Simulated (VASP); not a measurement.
A run of VASP 6.6.1 is set up as follows.

Contents of POSCAR:

```
Mo
1.0
   -1.6173852534      1.6173852534      1.6173852534
    1.6173852534     -1.6173852534      1.6173852534
    1.6173852534      1.6173852534     -1.6173852534
Mo
1
Direct
    0.0000000000      0.0000000000      0.0000000000
```

INCAR.step1

```
ALGO = Normal ; EDIFF = 1E-4
ENCUT = 520 ; GGA = PE
ISMEAR = -1 ; LASPH = True
LCHARG = False ; LREAL = False
LWAVE = True ; NBANDS = 13
NELM = 100 ; PREC = Accurate
SIGMA = 0.1
```

INCAR.step2

```
ALGO = Normal ; EDIFF = 1E-6
ENCUT = 520 ; ISIF = 2
ISMEAR = -1 ; ISTART = 1
LASPH = True ; LCHARG = True
LELF = True ; LMIXTAU = True
LREAL = False ; LVHAR = True
LWAVE = False ; METAGGA = R2SCAN
NBANDS = 13 ; NELM = 100
PREC = Accurate ; SIGMA = 0.1
```

Contents of KPOINTS:

```
k-points
0
Gamma
  23 23 23
```

Potentials or basis: VASP PAW PBE potentials, release 64 (Mo_sv).

The run is started by

```bash
$ cat potpaw_PBE.64/Mo_sv/POTCAR > POTCAR
$ cp INCAR.step1 INCAR
$ mpirun -np 1 vasp_std > vasp.out
$ cp INCAR.step2 INCAR
$ mpirun -np 1 vasp_std > vasp.out
```

Task: Predict the pressure.

Result: -17.4 GPa.

Task: Estimate the band gap on the k mesh.

Result: Zero (band 7 reaches 14.88 eV, above the bottom of band 8 at 10.03 eV).

Caveat: the PAW data sets were made with another functional, which shifts forces and pressure a little.
